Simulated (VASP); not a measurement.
Wanted: the native input for a VASP 6.6.1 run.

```
Task                   : single point
Functional             : PBEsol
Potentials or basis    : VASP PAW PBE potentials, release 64 (Sc_sv, Pt)
Cutoff                 : 520 eV
k mesh                 : 14 × 14 × 14
Occupations            : fermi-dirac, width 0.1 eV
Spin                   : no spin polarisation
Dipole correction      : no
Further INCAR settings : ALGO = Normal; EDIFF = 1e-06; NBANDS = 18
```

The structure of ScPt lies in POSCAR:

```
ScPt
1.0
    3.2602670112      0.0000000000      0.0000000000
    0.0000000000      3.2602670112      0.0000000000
    0.0000000000      0.0000000000      3.2602670112
Sc Pt
1 1
Direct
    0.5000000000      0.5000000000      0.5000000000
    0.0000000000      0.0000000000      0.0000000000
```

These files were run (other wordings do the same):

INCAR

```
SYSTEM = ScPt
ALGO = Normal ; EDIFF = 1E-6
ENCUT = 520 ; GGA = PS
ISIF = 2 ; ISMEAR = -1
LASPH = .True. ; LCHARG = .False.
LREAL = .False. ; LWAVE = .False.
NBANDS = 18 ; NELM = 100
PREC = Accurate ; SIGMA = 0.1
```

KPOINTS

```
k-points
0
Gamma
  14 14 14
  0 0 0
```

Potentials or basis: VASP PAW PBE potentials, release 64 (Sc_sv, Pt).

Run with:

```sh
$ cat potpaw_PBE.64/Sc_sv/POTCAR potpaw_PBE.64/Pt/POTCAR > POTCAR
$ mpirun -np 1 vasp_std > vasp.out
```

It gave:

| Item | Value |
| --- | --- |
| Pressure | 0.1 GPa |

Caveat: the PAW data sets were made with another functional, which shifts forces and pressure a little.

Run time: 56 s on 1 thread of AMD EPYC 7R43 64-Core Processor (Zen 3), on a shared host, peak memory 0.16 GiB.
